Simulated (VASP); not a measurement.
Wanted: the native input for a VASP 6.6.1 run.

* Task: relaxation of cell and atoms
* Functional: PBE
* Potentials or basis: VASP PAW PBE potentials, release 64 (Al, B_h, C_h)
* Cutoff: 910 eV
* k mesh: 6 × 6 × 4
* Occupations: gaussian, width 0.1 eV
* Spin: no spin polarisation
* Dipole correction: no
* Further INCAR settings: ALGO = Normal; EDIFF = 1e-07; IBRION = 2; EDIFFG = -0.04; NSW = 90; ISIF = 3

The structure of Al2BC3 lies in POSCAR:

```
Al2BC3
1.0
    3.5291978600      0.0000000000      0.0000000000
   -1.7645989300      3.0563750000      0.0000000000
    0.0000000000      0.0000000000      7.0684644300
Al B C
2 1 3
Direct
    0.6666666700      0.3333333300      0.2376510100
    0.6666666700      0.3333333300      0.7623489900
    0.0000000000      0.0000000000      0.0000000000
    0.0000000000      0.0000000000      0.5000000000
    0.3333333300      0.6666666700      0.0000000000
    0.3333333300      0.6666666700      0.5000000000
```

The cell was generated, and may not be a known phase.

These files were run (other wordings do the same):

INCAR

```
ALGO = Normal
EDIFF = 1E-7
EDIFFG = -0.04
ENCUT = 910
GGA = PE
GGA_COMPAT = F
IBRION = 2
ISIF = 3
ISMEAR = 0
LASPH = T
LCHARG = F
LREAL = F
LWAVE = F
NELM = 120
NELMIN = 4
NSW = 90
PREC = Accurate
SIGMA = 0.1
```

KPOINTS

```
k-points
0
Gamma
  6 6 4
```

Potentials or basis: VASP PAW PBE potentials, release 64 (Al, B_h, C_h).

Command:

```sh
$ cat potpaw_PBE.64/Al/POTCAR potpaw_PBE.64/B_h/POTCAR potpaw_PBE.64/C_h/POTCAR > POTCAR
$ mpirun -np 1 vasp_std > vasp.out
```

Results of the run:

```json
{
 "Relaxed volume": "9.82 Å³/atom",
 "Relaxed cell": "a = 2.637 Å, b = 2.637 Å, c = 9.787 Å, α = 90.00°, β = 90.00°, γ = 120.00°",
 "Space group after relaxing (to 0.1 Å)": "P-6m2 (No. 187)",
 "Pressure after relaxing": "-0.2 GPa",
 "Largest force after relaxing": "0.021 eV/Å",
 "Band gap on the k mesh": "zero (an odd number of electrons rules out a gap without spin polarisation)"
}
```

Caveat: the volume moved by over 15 % at a fixed basis, so the end points are rough.

It took 11 min on 1 thread of Intel(R) Xeon(R) Platinum 8488C (Sapphire Rapids), with other jobs on the host, peak memory 0.35 GiB.
